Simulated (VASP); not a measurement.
# TiSi31 (a cell with a defect) in VASP: single point with PBEsol

Aim: the single point of TiSi31 (a cell with a defect) with PBEsol.

Program: VASP 6.6.1. These are calculated values, not measurements. Logs are shortened: lines on timing, memory, paths and dates and some standing lists are left out, and cuts for length are marked.

## (1) The cell of the first run

The cell holds a defect, 64 atoms: a = 10.866 Å, b = 10.866 Å, c = 10.866 Å, α = 90.00°, β = 90.00°, γ = 90.00°.

## (2) Single point, PBEsol, collinear spin

Contents of INCAR:

```
PREC = Accurate
ENCUT = 400
EDIFF = 1E-6
ISMEAR = -1
SIGMA = 0.05
LREAL = Auto
LASPH = T
NELM = 200
ALGO = Normal
ISIF = 2
LWAVE = F
LCHARG = F
ISPIN = 2
MAGMOM = 0 0 0 0 0 0 0 0 0 0 0 0 0 0 0 0 0 0 0 0 0 0 0 0 0 0 0 0 0 0 0 0 0 0 0 0 0 0 0 0 0 0 0 0 0 0 0 0 0 0 0 0 0 0 0 0 0 0 0 0 0 0 1 1
LORBIT = 11
LMAXMIX = 4
GGA = PS
NBANDS = 178
ISYM = 0
GGA_COMPAT = F
NCORE = 4
```

Contents of KPOINTS:

```
Automatic mesh
0
Gamma
  1 1 1
  0.25 0.25 0.25
```

Contents of POSCAR:

```
TiSi31
1.0
   10.8655790000      0.0000000000      0.0000000000
    0.0000000000     10.8655790000      0.0000000000
    0.0000000000      0.0000000000     10.8655790000
Si Ti
62 2
Direct
    0.0000550000      0.9984350000      0.0006910000
    0.9922680000      0.0020470000      0.5011310000
    0.0003050000      0.5002510000      0.0010560000
    0.0001020000      0.4993350000      0.4996490000
    0.5004600000      0.0021490000      0.9928510000
    0.5004830000      0.9970490000      0.5011070000
    0.4990750000      0.4993870000      0.0006630000
    0.1236800000      0.1263760000      0.1243850000
    0.1314010000      0.1226970000      0.6239190000
    0.1234030000      0.6244250000      0.1239810000
    0.1236050000      0.6254410000      0.6254580000
    0.6232730000      0.1226630000      0.1321120000
    0.6232550000      0.1277420000      0.6239580000
    0.6246730000      0.6254450000      0.1243750000
    0.2493510000      0.2499630000      0.9986390000
    0.2606500000      0.2570650000      0.5050200000
    0.2503330000      0.7487260000      0.9999650000
    0.2437340000      0.7538950000      0.4982820000
    0.7512110000      0.2431650000      0.0049270000
    0.7411260000      0.2604240000      0.5003910000
    0.7456620000      0.7542760000      0.9999640000
    0.7333640000      0.7210240000      0.5110480000
    0.3781040000      0.3705670000      0.1251000000
    0.3903150000      0.4036390000      0.6139570000
    0.3725210000      0.8816850000      0.1200410000
    0.3826460000      0.8643920000      0.6247350000
    0.8733560000      0.3760530000      0.1251050000
    0.8799570000      0.3709760000      0.6268960000
    0.8743960000      0.8748570000      0.1264670000
    0.8630170000      0.8676450000      0.6200150000
    0.2498250000      0.0041880000      0.2505260000
    0.2554880000      0.9944740000      0.7489990000
    0.2409450000      0.4892000000      0.2415980000
    0.2498480000      0.5004020000      0.7490160000
    0.7482090000      0.9941950000      0.2561290000
    0.7468460000      0.9983710000      0.7476010000
    0.7483200000      0.5005290000      0.2506720000
    0.7772590000      0.4864930000      0.7778320000
    0.3768790000      0.1263900000      0.3774310000
    0.3755630000      0.1307000000      0.8689380000
    0.3464620000      0.6386870000      0.3471450000
    0.3753600000      0.6242560000      0.8743860000
    0.8682790000      0.1303900000      0.3760990000
    0.8738980000      0.1205750000      0.8745190000
    0.8738890000      0.6243450000      0.3760180000
    0.8828960000      0.6356550000      0.8835760000
    0.9978210000      0.2499200000      0.2499630000
    0.0042260000      0.2432790000      0.7518680000
    0.9993310000      0.7487160000      0.2508550000
    0.9993160000      0.7543800000      0.7464540000
    0.5044960000      0.2572000000      0.2613810000
    0.4997460000      0.2607380000      0.7415780000
    0.4974300000      0.7539870000      0.2443130000
    0.5100910000      0.7211280000      0.7336820000
    0.1244210000      0.3704570000      0.3786370000
    0.1244120000      0.3760280000      0.8741820000
    0.1194800000      0.8814960000      0.3731890000
    0.1259370000      0.8749210000      0.8751050000
    0.6136430000      0.4035580000      0.3913580000
    0.6263820000      0.3709830000      0.8806520000
    0.6240470000      0.8641110000      0.3834830000
    0.6192290000      0.8675510000      0.8636240000
    0.5042090000      0.6064980000      0.5047770000
    0.6194540000      0.5181630000      0.6203200000
```

Potentials or basis: VASP PAW PBE potentials, release 64 (Si, Ti_sv).

Started as:

```
cat potpaw_PBE.64/Si/POTCAR potpaw_PBE.64/Ti_sv/POTCAR > POTCAR
mpirun -np 4 vasp_std > vasp.out
```

OUTCAR:

```text
PREC = Accurate
   ENCUT = 400
   EDIFF = 1E-6
   ISMEAR = -1
   LREAL = Auto
   LASPH = T
   NELM = 200
   ISIF = 2
   ISPIN = 2
   LORBIT = 11
   GGA = PS
   ISYM = 0

 ion  position               nearest neighbor table
   1  0.000  0.998  0.001-  44 2.35  58 2.35  29 2.35   8 2.35
   2  0.992  0.002  0.501-  57 2.36  43 2.37  30 2.40   9 2.40
   3  0.000  0.500  0.001-  10 2.32  46 2.33  27 2.35  56 2.35
   4  0.000  0.499  0.500-  55 2.35  45 2.35  11 2.36  28 2.36
   5  0.500  0.002  0.993-  25 2.36  40 2.37  62 2.40  12 2.41
   6  0.500  0.997  0.501-  26 2.35  61 2.35  13 2.36  39 2.36
[... 45 lines left out ...]
  52  0.500  0.261  0.742-  13 2.35  60 2.37  40 2.39  24 2.40
  53  0.497  0.754  0.244-  41 2.35  14 2.36  25 2.36  61 2.37
  54  0.510  0.721  0.734-  42 2.36  26 2.40  62 2.44  63 2.78  64 2.79
  55  0.124  0.370  0.379-  33 2.34   4 2.35  47 2.36  16 2.37
  56  0.124  0.376  0.874-  34 2.35   3 2.35  15 2.36  48 2.36
  57  0.119  0.881  0.373-  49 2.36   2 2.36  31 2.36  18 2.36
  58  0.126  0.875  0.875-   1 2.35  32 2.36  17 2.36  50 2.36
  59  0.614  0.404  0.391-  37 2.36  20 2.40  51 2.44  64 2.78  63 2.79
  60  0.626  0.371  0.881-  38 2.35   7 2.36  19 2.36  52 2.37
  61  0.624  0.864  0.383-   6 2.35  53 2.37  35 2.39  22 2.40
  62  0.619  0.868  0.864-  36 2.35  21 2.37   5 2.40  54 2.44
  63  0.504  0.606  0.505-  64 2.02  41 2.45  54 2.78  22 2.78  59 2.79  24 2.79
  64  0.619  0.518  0.620-  63 2.02  38 2.45  59 2.78  24 2.78  54 2.79  22 2.79

IMPORTANT INFORMATION: All symmetrisations will be switched off!
NOSYMM: (Re-)initialisation of all symmetry stuff for point group C_1.

----------------------------------------------------------------------------------------

                                     Primitive cell

  volume of cell :    1282.7990

  direct lattice vectors                    reciprocal lattice vectors
    10.865579000  0.000000000  0.000000000     0.092033752  0.000000000  0.000000000
     0.000000000 10.865579000  0.000000000     0.000000000  0.092033752  0.000000000
     0.000000000  0.000000000 10.865579000     0.000000000  0.000000000  0.092033752

  length of vectors
    10.865579000 10.865579000 10.865579000     0.092033752  0.092033752  0.092033752

  position of ions in fractional coordinates (direct lattice)
     0.000055000  0.998435000  0.000691000
     0.992268000  0.002047000  0.501131000
     0.000305000  0.500251000  0.001056000
     0.000102000  0.499335000  0.499649000
     0.500460000  0.002149000  0.992851000
     0.500483000  0.997049000  0.501107000
[... 56 lines left out ...]
     0.504209000  0.606498000  0.504777000
     0.619454000  0.518163000  0.620320000

  ion indices of the primitive-cell ions
   primitive index   ion index
                 1           1
                 2           2
[... 159 lines left out ...]
  free energy    TOTEN  =      -369.13335002 eV

  energy without entropy =     -369.04564935  energy(sigma->0) =     -369.08949969

 E-fermi :   6.0429     XC(G=0):  -9.6026

 val. band max:        6.0116068457   @ k =  -0.2500   0.2500   0.2500
 cond. band min:       6.0950450843   @ k =   0.2500  -0.2500   0.2500
 fundamental gap:      0.0834382386
 Fermi energy:         6.0428691428

 spin component 1

 k-point     1 :       0.2500    0.2500    0.2500
  band No.  band energies     occupation
      1     -50.8857      1.00000
      2     -50.1117      1.00000
      3     -28.4596      1.00000
      4     -27.1338      1.00000
      5     -27.0670      1.00000
      6     -26.6547      1.00000
[... 593 lines left out ...]
    147       7.3039      0.00000
    148       7.3964      0.00000
 Fermi energy:         6.0428691428

 spin component 2

 k-point     1 :       0.2500    0.2500    0.2500
  band No.  band energies     occupation
      1     -50.8927      1.00000
      2     -50.1187      1.00000
      3     -28.4652      1.00000
      4     -27.1415      1.00000
      5     -27.0750      1.00000
      6     -26.6624      1.00000
[... 593 lines left out ...]
    147       7.3033      0.00000
    148       7.3917      0.00000
 [bands above 148 left out]

------------------------ aborting loop because EDIFF is reached ----------------------------------------

  FORCE on cell =-STRESS in cart. coord.  units (eV):
  Direction    XX          YY          ZZ          XY          YZ          ZX
  --------------------------------------------------------------------------------------
  -------------------------------------------------------------------------------------
  Total       -2.7578524    -17.7101529     -2.7795014     -3.1202555     -3.0960140      3.1423478
  in kB       -3.4444746    -22.1194473     -3.4715134     -3.8971051     -3.8668282      3.9246977
  external PRESSURE =      -9.6784784 kB  Pullay stress =       0.0000000 kB

 VOLUME and BASIS-vectors are now :
 -----------------------------------------------------------------------------
  energy-cutoff  :      400.00
  volume of cell :     1282.80
      direct lattice vectors                 reciprocal lattice vectors
    10.865579000  0.000000000  0.000000000     0.092033752  0.000000000  0.000000000
     0.000000000 10.865579000  0.000000000     0.000000000  0.092033752  0.000000000
     0.000000000  0.000000000 10.865579000     0.000000000  0.000000000  0.092033752

 POSITION                                       TOTAL-FORCE (eV/Angst)
 -----------------------------------------------------------------------------------
      0.00060     10.84857      0.00751         0.006031      0.029602      0.006408
     10.78157      0.02224      5.44508         0.034681      0.040979     -0.011572
      0.00331      5.43552      0.01147        -0.015921     -0.082369     -0.019368
      0.00111      5.42556      5.42898         0.002065      0.042724      0.063219
      5.43779      0.02335     10.78790        -0.005878      0.041547      0.031546
      5.43804     10.83351      5.44482         0.009357      0.042607      0.009427
[... 56 lines left out ...]
      5.47852      6.58995      5.48469        -0.600733      0.291637     -0.606900
      6.73073      5.63014      6.74014         0.589241     -0.291045      0.599511
 -----------------------------------------------------------------------------------
    total drift:                                0.004924     -0.001384      0.000585

  FREE ENERGIE OF THE ION-ELECTRON SYSTEM (eV)
  ---------------------------------------------------
  free  energy   TOTEN  =      -369.1333500236 eV

  energy  without entropy=     -369.0456493480  energy(sigma->0) =     -369.08949969

 total charge

# of ion       s       p       d       tot
------------------------------------------
    1        0.753   0.937   0.000   1.689
    2        0.756   0.906   0.000   1.662
    3        0.757   0.942   0.000   1.698
    4        0.753   0.935   0.000   1.688
    5        0.756   0.906   0.000   1.662
    6        0.754   0.933   0.000   1.687
[... 56 lines left out ...]
   63        2.188   6.080   2.252  10.521
   64        2.188   6.080   2.252  10.521
--------------------------------------------------
tot         51.223  69.374   4.505 125.102

 magnetization (x)

# of ion       s       p       d       tot
------------------------------------------
    1        0.000  -0.000   0.000  -0.000
    2       -0.000  -0.000   0.000  -0.000
    3       -0.000  -0.000   0.000  -0.000
    4        0.000  -0.000   0.000  -0.000
    5       -0.000  -0.000   0.000  -0.000
    6       -0.000   0.000   0.000   0.000
[... 56 lines left out ...]
   63       -0.000  -0.000  -0.007  -0.008
   64       -0.000  -0.000  -0.007  -0.008
--------------------------------------------------
tot         -0.001  -0.001  -0.015  -0.017
```

It took 9 min on 4 MPI ranks of AMD EPYC 7R13 (Zen 3), shared host; peak memory 0.46 GiB.

Results:

| Item | Value |
| --- | --- |
| Free energy | -369.1334 eV |
| Pressure | -1.0 GPa |
| Largest force | 0.902 eV/Å |
| Band gap on the k mesh | 0.08 eV |
| Net moment | -0.03 μB per cell |
| Valence electrons inside the program's atomic spheres | Si 1.69, 1.66, 1.70, 1.68, 1.64, 1.67, 1.71 (each value once); Ti 10.52 |

Forces in eV/Å, atoms in the order of the input:
```
Si   0.006  0.030  0.006
Si   0.035  0.041 -0.012
Si  -0.016 -0.082 -0.019
Si   0.002  0.043  0.063
Si  -0.006  0.042  0.032
Si   0.009  0.043  0.009
Si   0.061  0.042  0.004
Si  -0.006 -0.030 -0.007
Si  -0.033 -0.040  0.012
Si   0.019  0.085  0.022
Si  -0.002 -0.043 -0.066
Si   0.007 -0.043 -0.030
Si  -0.009 -0.043 -0.009
Si  -0.062 -0.041 -0.005
Si   0.044  0.001 -0.009
Si  -0.007  0.045 -0.018
Si   0.041  0.043  0.007
Si  -0.011  0.011 -0.033
Si  -0.006  0.030 -0.008
Si   0.088  0.012  0.018
Si  -0.002  0.048 -0.014
Si   0.099 -0.028  0.142
Si   0.001 -0.048  0.016
Si  -0.099  0.033 -0.140
Si   0.004 -0.031  0.008
Si  -0.090 -0.013 -0.018
Si  -0.042 -0.044 -0.007
Si   0.011 -0.012  0.030
Si  -0.042  0.000  0.008
Si   0.008 -0.045  0.018
Si   0.003 -0.014  0.001
Si   0.035  0.023 -0.029
Si   0.034 -0.012  0.033
Si   0.052 -0.032  0.063
Si  -0.027  0.025  0.038
Si   0.003  0.012  0.002
Si   0.065 -0.037  0.048
Si  -0.065  0.012 -0.064
Si  -0.003 -0.010 -0.001
Si   0.026 -0.025 -0.039
Si   0.064 -0.021  0.067
Si  -0.064  0.036 -0.048
Si  -0.036 -0.024  0.029
Si  -0.003  0.014 -0.001
Si  -0.050  0.031 -0.063
Si  -0.033  0.018 -0.033
Si  -0.007  0.001  0.044
Si  -0.005  0.027 -0.009
Si   0.012  0.046  0.042
Si  -0.012  0.046 -0.003
Si  -0.016  0.046 -0.006
Si   0.016  0.010  0.092
Si  -0.025  0.009 -0.001
Si   0.152 -0.025  0.119
Si   0.016 -0.047  0.002
Si  -0.011 -0.046 -0.042
Si   0.005 -0.028  0.008
Si   0.008 -0.001 -0.044
Si  -0.152  0.029 -0.118
Si   0.025 -0.011  0.003
Si  -0.017 -0.012 -0.093
Si   0.016 -0.046  0.008
Ti  -0.601  0.292 -0.607
Ti   0.589 -0.291  0.600
```

Levels at points of the mesh, in eV from the valence-band top:
Spin up:
```csv
k point,band 134,band 135,band 136,band 137,band 138,band 139
"(0.25, 0.25, 0.25)",-0.64,-0.55,-0.12,0.39,0.39,0.61
```
Spin down:
```tsv
k point	band 134	band 135	band 136	band 137	band 138	band 139
(0.25, 0.25, 0.25)	-0.64	-0.55	-0.13	0.39	0.39	0.61
```

Caveat: the PAW data sets were made with another functional, which shifts forces and pressure a little.
